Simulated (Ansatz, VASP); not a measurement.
SnO: VASP beside Ansatz

File INCAR:

```
SYSTEM = SnO
PREC = Accurate ; ENCUT = 520
EDIFF = 1E-6 ; ISMEAR = -1
SIGMA = 0.05 ; LREAL = .FALSE.
LASPH = .TRUE. ; NELM = 60
ALGO = Normal ; ISIF = 2
LWAVE = .FALSE. ; LCHARG = .FALSE.
GGA = CA ; NBANDS = 28
```

KPOINTS

```
Automatic mesh
0
G
  7 7 6
  0 0 0
```

File POSCAR:

```
SnO
1.0
    3.8638811754      0.0000000000      0.0000000000
    0.0000000000      3.8638811754      0.0000000000
    0.0000000000      0.0000000000      4.9512221655
Sn O
2 2
Direct
    0.5000000000      0.0000000000      0.7646261400
    0.0000000000      0.5000000000      0.2353738600
    0.0000000000      0.0000000000      0.0000000000
    0.5000000000      0.5000000000      0.0000000000
```

File input.yaml:

```yaml
crystal:
  lattice:
    - [3.8638811754, 0.0, 0.0]
    - [0.0, 3.8638811754, 0.0]
    - [0.0, 0.0, 4.9512221655]
  atoms:
    - { symbol: Sn, position: [0.5, 0.0, 0.76462614] }
    - { symbol: Sn, position: [0.0, 0.5, 0.23537386] }
    - { symbol: O, position: [0.0, 0.0, 0.0] }
    - { symbol: O, position: [0.5, 0.5, 0.0] }
hamiltonian:
  xc: lda
  pseudopotentials: { kind: paw }
kpoints:
  mp_grid: { grid: [7, 7, 6] }
scf:
  occupations: { method: fermi_dirac, width: 0.05 }
output:
  forces: true
  stress: true
  eigenvalues: true
  write_density: true
  write_potential: true
  elf: true
  volumetric_format: npy
```

Alike in both runs: task single point; functional LDA; k mesh 7 × 7 × 6; occupations fermi-dirac, width 0.05 eV; no spin polarisation.

```csv
,VASP,Ansatz
version,VASP 6.6.1,Ansatz 0.2.0
potentials or method,"VASP PAW LDA potentials, release 64 (Sn_d, O)",Ansatz PAW
plane-wave cutoff (eV),520,420
valence electrons in the cell,40,40
```

```tsv
	VASP	Ansatz	Ansatz less VASP
gap on the k mesh at the Fermi level (eV)	0.56	0.58	+0.015
least direct gap on the mesh (eV)	1.97	2.01	+0.044
pressure (GPa)	-6.2	-6.4	-0.26
traceless stress, the component that is largest in VASP (GPa)	0.87	0.85	-0.022
rms of the force components (eV/Å)	0.259	0.298	+0.0390
```

LDA's correlation is that of Perdew and Zunger in VASP and of Perdew and Wang (1992) in Ansatz. Atom by atom the forces differ by 0.039 eV/Å (rms over components).

Noted on Ansatz's run: odd divisions of the mesh miss points on the zone boundary, where band edges often lie, so the gap on the mesh can be too wide.
